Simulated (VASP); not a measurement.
# BaZn2H6 (Fm-3m) in VASP: further runs

The runs below take BaZn2H6 through relaxation of cell and atoms, with PBE.

Everything below comes from runs of VASP 6.6.1. Logs are shortened: lines on timing, memory, paths and dates and some standing lists are left out, and cuts for length are marked.

## Step 1: The cell of the first run

It takes space group Fm-3m (No. 225, cubic). Conventional cell: a = 9.299 Å, b = 9.299 Å, c = 9.299 Å, α = 90.00°, β = 90.00°, γ = 90.00°. Within 4.2 Å of Ba (site symmetry m-3m) lie 6 H at 3.17 Å and 8 Zn at 4.03 Å. Zn (site symmetry -43m) has 12 H at 3.39 Å and 4 Ba at 4.03 Å and 6 Zn at 4.65 Å within 4.7 Å. H (site symmetry 4mm) has 4 H at 2.09 Å within 2.8 Å.

The cell was built from a structure type or drawn by symmetry, and may not be a known phase.

## Step 2: Relaxation of cell and atoms, PBE

Contents of INCAR:

```
SYSTEM = BaZn2H6
PREC = Accurate
ENCUT = 600
EDIFF = 1E-6
ISMEAR = 0
SIGMA = 0.1
LREAL = .False.
LASPH = .True.
NELM = 60
ALGO = Normal
ISIF = 3
LWAVE = .False.
LCHARG = .False.
GGA = PE
IBRION = 2
NSW = 90
EDIFFG = -0.04
```

Contents of KPOINTS:

```
Automatic mesh
0
Gamma
  4 4 4
  0 0 0
```

Contents of POSCAR:

```
BaZn2H6
1.0
    0.0000000000      4.6495874600      4.6495874600
    4.6495874600      0.0000000000      4.6495874600
    4.6495874600      4.6495874600      0.0000000000
Ba Zn H
1 2 6
Direct
    0.5000000000      0.5000000000      0.5000000000
    0.2500000000      0.2500000000      0.2500000000
    0.7500000000      0.7500000000      0.7500000000
    0.1591415700      0.8408584300      0.8408584300
    0.8408584300      0.1591415700      0.1591415700
    0.8408584300      0.1591415700      0.8408584300
    0.1591415700      0.8408584300      0.1591415700
    0.8408584300      0.8408584300      0.1591415700
    0.1591415700      0.1591415700      0.8408584300
```

Potentials or basis: VASP PAW PBE potentials, release 64 (Ba_sv, Zn, H).

Started as:

```bash
$ cat potpaw_PBE.64/Ba_sv/POTCAR potpaw_PBE.64/Zn/POTCAR potpaw_PBE.64/H/POTCAR > POTCAR
$ mpirun -np 1 vasp_std > vasp.out
```

OUTCAR:

```text
SYSTEM = BaZn2H6
   PREC = Accurate
   ENCUT = 600
   EDIFF = 1E-6
   ISMEAR = 0
   LREAL = .False.
   LASPH = .True.
   NELM = 60
   ISIF = 3
   GGA = PE
   IBRION = 2
   NSW = 90
   EDIFFG = -0.04

 ion  position               nearest neighbor table
   1  0.500  0.500  0.500-
   2  0.250  0.250  0.250-
   3  0.750  0.750  0.750-
   4  0.159  0.841  0.841-
   5  0.841  0.159  0.159-
   6  0.841  0.159  0.841-
   7  0.159  0.841  0.159-
   8  0.841  0.841  0.159-
   9  0.159  0.159  0.841-

  LATTYP: Found a face centered cubic cell.
 ALAT       =     9.2991749200

  Lattice vectors:

 A1 = (   0.0000000000,   4.6495874600,   4.6495874600)
 A2 = (   4.6495874600,   0.0000000000,   4.6495874600)
 A3 = (   4.6495874600,   4.6495874600,   0.0000000000)

Analysis of symmetry for initial positions (statically):
=====================================================================
 Subroutine PRICEL returns:
 Original cell was already a primitive cell.

 Routine SETGRP: Setting up the symmetry group for a
 face centered cubic supercell.

 Subroutine GETGRP returns: Found 48 space group operations
 (whereof 48 operations were pure point group operations)
 out of a pool of 48 trial point group operations.

The static configuration has the point symmetry O_h .

Analysis of symmetry for dynamics (positions and initial velocities):
=====================================================================
 Subroutine PRICEL returns:
 Original cell was already a primitive cell.

 Routine SETGRP: Setting up the symmetry group for a
 face centered cubic supercell.

 Subroutine GETGRP returns: Found 48 space group operations
 (whereof 48 operations were pure point group operations)
 out of a pool of 48 trial point group operations.

The dynamic configuration has the point symmetry O_h .

 Subroutine INISYM returns: Found 48 space group operations
 (whereof 48 operations are pure point group operations),
 and found     1 'primitive' translations

----------------------------------------------------------------------------------------

                                     Primitive cell

  volume of cell :     201.0357

[... 73 lines left out ...]
   NGX,Y,Z   is equivalent  to a cutoff of  13.65, 13.65, 13.65 a.u.
   NGXF,Y,Z  is equivalent  to a cutoff of  27.31, 27.31, 27.31 a.u.
 SYSTEM =  BaZn2H6
   PREC   = accura    normal or accurate (medium, high low for compatibility)
   ISTART =      0    job   : 0-new  1-cont  2-samecut
   ICHARG =      2    charge: 1-file 2-atom 10-const
   ISPIN  =      1    spin polarized calculation?
   LNONCOLLINEAR =      F non collinear calculations
   LSORBIT =      F    spin-orbit coupling
   LASPH  =      T    aspherical Exc in radial PAW
   ENCUT  =  600.0 eV  44.10 Ry    6.64 a.u.  13.13 13.13 13.13*2*pi/ulx,y,z
   NELM   =     60;   NELMIN=  2; NELMDL= -5     # of ELM steps
   EDIFF  = 0.1E-05   stopping-criterion for ELM
   LREAL  =      F    real-space projection
   EDIFFG = -.4E-01   stopping-criterion for IOM
   NSW    =     90    number of steps for IOM
   IBRION =      2    ionic relax: 0-MD 1-quasi-New 2-CG
   NFREE  =      1    steps in history (QN), initial steepest desc. (CG)
   ISIF   =      3    stress and relaxation
   ISYM   =      2    0-nonsym 1-usesym 2-fastsym
   POTIM  = 0.5000    time-step for ionic-motion
   TEBEG  =    0.0;   TEEND  =   0.0 temperature during run
   PSTRESS=    0.0 pullay stress
   NELECT =      40.0000    total number of electrons
   NUPDOWN=      -1.0000    fix difference up-down
   EMIN   =  10.00;   EMAX   =-10.00  energy-range for DOS
   EFERMI =   0.00;   METHOD = LEGACY
   ISMEAR =     0;   SIGMA  =   0.10  broadening in eV -4-tet -1-fermi 0-gaus
   EFERMI_NEDOS =   21; number of points for ismear=-14 and -15
   IALGO  =     38    algorithm
   IMIX   =      4    mixing-type and parameters
     AMIX     =   0.40;   BMIX     =  1.00
     AMIX_MAG =   1.60;   BMIX_MAG =  1.00
  volume/ion in A,a.u.               =      22.34       150.74
  Fermi-wavevector in a.u.,A,eV,Ry     =   0.955734  1.806076 12.427938  0.913428
  Thomas-Fermi vector in A             =   2.084599
   LORBIT       =      0    0 simple, 1 ext, 2 COOP (PROOUT), +10 PAW based schemes
   GGA     = PE    functional components
   LHFCALC =     F    Hartree Fock is set to
   AEXX    =    0.0000 exact exchange contribution
   IVDW    =     0    specifies the selected vdW correction
   LEPSILON=     F    determine dielectric tensor
   LRPA    =     F    only Hartree local field effects (RPA)
 conjugate gradient relaxation of ions
 non-spin polarized calculation
 Gauss-broadening in eV      SIGMA  =   0.10
  energy-cutoff  :      600.00
  volume of cell :      201.04
 maximum number of plane-waves:      6754
 NGX is ok and might be reduce to    54
   NGX = 27   NGY = 27   NGZ = 27

--------------------------------------- Ionic step        1  -------------------------------------------

 number of electron      40.0000024 magnetization

 Free energy of the ion-electron system (eV)
  ---------------------------------------------------
  ext. energy  EPLUGINS =         0.00000000
  ---------------------------------------------------
  free energy    TOTEN  =       -14.19340793 eV

  energy without entropy =      -14.18949398  energy(sigma->0) =      -14.19145095

------------------------ aborting loop because EDIFF is reached ----------------------------------------

  FORCE on cell =-STRESS in cart. coord.  units (eV):
  Direction    XX          YY          ZZ          XY          YZ          ZX
  --------------------------------------------------------------------------------------
  -------------------------------------------------------------------------------------
  Total       -6.9957006     -6.9957006     -6.9957006      0.0000000      0.0000000      0.0000000
  in kB      -55.7530384    -55.7530384    -55.7530384      0.0000000      0.0000000      0.0000000
  external PRESSURE =     -55.7530384 kB  Pullay stress =       0.0000000 kB
[... 575 lines left out ...]
     24       6.9736      0.00000
     25       8.0750      0.00000

[... ionic steps 4 to 12 ...]

--------------------------------------- Ionic step       13  -------------------------------------------

 number of electron      39.9999997 magnetization

------------------------ aborting loop because EDIFF is reached ----------------------------------------
[... 81 lines left out ...]
--------------------------------------- Ionic step       15  -------------------------------------------

 number of electron      39.9999997 magnetization

 Free energy of the ion-electron system (eV)
  ---------------------------------------------------
  ext. energy  EPLUGINS =         0.00000000
  ---------------------------------------------------
  free energy    TOTEN  =       -18.31503386 eV

  energy without entropy =      -18.30814804  energy(sigma->0) =      -18.31159095

 E-fermi :   1.1412     XC(G=0):  -9.0473

 val. band max:        1.1342716266   @ k =   0.5000   0.0000   0.0000
 cond. band min:       1.7740225830   @ k =   0.2500   0.0000   0.0000
 fundamental gap:      0.6397509564
 Fermi energy:         1.1412431423
[... 258 lines left out ...]
  FREE ENERGIE OF THE ION-ELECTRON SYSTEM (eV)
  ---------------------------------------------------
  free  energy   TOTEN  =       -18.3150338591 eV

  energy  without entropy=      -18.3081480389  energy(sigma->0) =      -18.31159095

 reached required accuracy - stopping structural energy minimisation
```

Wall time 7.9 min (1 thread of Intel Xeon 6975P-C (Granite Rapids), shared host); peak memory 0.5 GiB.

What came out:

```yaml
Free_energy: -18.3150 eV
Relaxed_volume: 13.00 Å³/atom
Relaxed_cell: a = 5.489 Å, b = 5.489 Å, c = 5.489 Å, α = 60.00°, β = 60.00°, γ = 60.00°
Space_group_after_relaxing_to_0.1_Å: Fm-3m (No. 225)
Pressure_after_relaxing: 0.0 GPa
Largest_force_after_relaxing: 0.019 eV/Å
Band_gap_on_the_k_mesh: zero (bands 20 and 21 overlap by 0.03 eV)
```

Forces on the atoms (eV/Å):
```
Ba   0.000  0.000  0.000
Zn   0.000  0.000  0.000
Zn   0.000  0.000  0.000
H    0.019  0.000  0.000
H   -0.019  0.000  0.000
H    0.000  0.019  0.000
H    0.000 -0.019  0.000
H    0.000  0.000  0.019
H    0.000  0.000 -0.019
```

Final structure:
```
Ba Zn H
1.0
     0.00000    3.88155    3.88155
     3.88155    0.00000    3.88155
     3.88155    3.88155    0.00000
Ba Zn H
1 2 6
Direct
  0.50000 0.50000 0.50000
  0.25000 0.25000 0.25000
  0.75000 0.75000 0.75000
  0.12225 0.87775 0.87775
  0.87775 0.12225 0.12225
  0.87775 0.12225 0.87775
  0.12225 0.87775 0.12225
  0.87775 0.87775 0.12225
  0.12225 0.12225 0.87775
```

Levels at points of the mesh, in eV from the Fermi level:
```tsv
k point	band 17	band 18	band 19	band 20	band 21	band 22	band 23	band 24
(0.00, 0.00, 0.00)	-1.72	-1.72	-1.72	-0.87	-0.04	-0.04	-0.04	1.47
(0.50, 0.00, 0.00)	-2.47	-2.47	-2.33	-0.01	1.88	1.88	2.31	2.31
(0.50, 0.50, 0.00)	-2.88	-2.32	-2.32	-0.10	0.78	2.03	2.68	2.75
```

Caveat: the volume moved by over 15 % at a fixed basis, so the end points are rough; spin-orbit coupling is left out, which moves the levels of the heavy elements.

## Step 3: Relaxation of cell and atoms, PBE

This run uses another cell than the first one, of 12.91 Å³/atom.

Contents of INCAR:

```
ALGO     = Normal         # electronic algorithm
EDIFF    = 1E-7           # SCF threshold, eV
EDIFFG   = -0.01          # ionic threshold
ENCUT    = 600            # plane-wave cutoff, eV
GGA      = PE             # functional
IBRION   = 2              # ionic algorithm
ISIF     = 3              # what is computed and relaxed
ISMEAR   = 0              # smearing method
LASPH    = True           # aspherical terms in the spheres
LCHARG   = False          # write CHGCAR
LREAL    = False          # projectors in reciprocal space
LWAVE    = False          # write WAVECAR
NELM     = 80             # most SCF steps
NSW      = 100            # ionic steps
PREC     = Accurate       # precision mode
SIGMA    = 0.1            # smearing width, eV
```

Contents of KPOINTS:

```
k-points
0
Gamma
  8 8 8
```

Contents of POSCAR:

```
BaZn2H6
1.0
    0.0000000000      3.8732586007      3.8732586007
    3.8732586007      0.0000000000      3.8732586007
    3.8732586007      3.8732586007      0.0000000000
Ba Zn H
1 2 6
Direct
    0.5000000000      0.5000000000      0.5000000000
    0.2500000000      0.2500000000      0.2500000000
    0.7500000000      0.7500000000      0.7500000000
    0.1221921573      0.8778078427      0.8778078427
    0.8778078427      0.1221921573      0.1221921573
    0.8778078427      0.1221921573      0.8778078427
    0.1221921573      0.8778078427      0.1221921573
    0.8778078427      0.8778078427      0.1221921573
    0.1221921573      0.1221921573      0.8778078427
```

Potentials or basis: VASP PAW PBE potentials, release 64 (Ba_sv, Zn, H).

Started as:

```bash
$ cat potpaw_PBE.64/Ba_sv/POTCAR potpaw_PBE.64/Zn/POTCAR potpaw_PBE.64/H/POTCAR > POTCAR
$ mpirun -np 1 vasp_std > vasp.out
```

Run time: 1.7 min. Hardware: 1 thread of Intel Xeon 6975P-C (Granite Rapids), shared host; peak memory 0.4 GiB.

The run converged. Its results:

```
Free energy                           : -18.3202 eV
Relaxed volume                        : 12.92 Å³/atom
Relaxed cell                          : a = 5.478 Å, b = 5.478 Å, c = 5.478 Å, α = 60.00°, β = 60.00°, γ = 60.00°
Space group after relaxing (to 0.1 Å) : Fm-3m (No. 225)
Energy gained by relaxing             : 0.0 meV/atom
Ionic steps                           : 2
Pressure after relaxing               : 0.0 GPa
Largest force after relaxing          : 0.005 eV/Å
Band gap on the k mesh                : zero (bands 20 and 21 overlap by 0.37 eV)
```

Forces on the atoms (eV/Å):
```
Ba   0.000  0.000  0.000
Zn   0.000  0.000  0.000
Zn   0.000  0.000  0.000
H   -0.005  0.000  0.000
H    0.005  0.000  0.000
H    0.000 -0.005  0.000
H    0.000  0.005  0.000
H    0.000  0.000 -0.005
H    0.000  0.000  0.005
```

Final structure:
```
Ba Zn H
1.0
     0.00000    3.87357    3.87357
     3.87357    0.00000    3.87357
     3.87357    3.87357    0.00000
Ba Zn H
1 2 6
Direct
  0.50000 0.50000 0.50000
  0.25000 0.25000 0.25000
  0.75000 0.75000 0.75000
  0.12228 0.87772 0.87772
  0.87772 0.12228 0.12228
  0.87772 0.12228 0.87772
  0.12228 0.87772 0.12228
  0.87772 0.87772 0.12228
  0.12228 0.12228 0.87772
```

Levels at points of the mesh, in eV from the Fermi level:
```csv
k point,band 17,band 18,band 19,band 20,band 21,band 22,band 23,band 24
"(0.00, 0.00, 0.00)",-1.92,-1.92,-1.92,-1.04,-0.23,-0.23,-0.23,1.29
"(0.50, 0.00, 0.00)",-2.67,-2.67,-2.50,-0.18,1.71,1.71,2.14,2.14
"(0.50, 0.50, 0.00)",-3.07,-2.52,-2.52,-0.28,0.60,1.85,2.51,2.58
```

Caveat: spin-orbit coupling is left out, which moves the levels of the heavy elements.
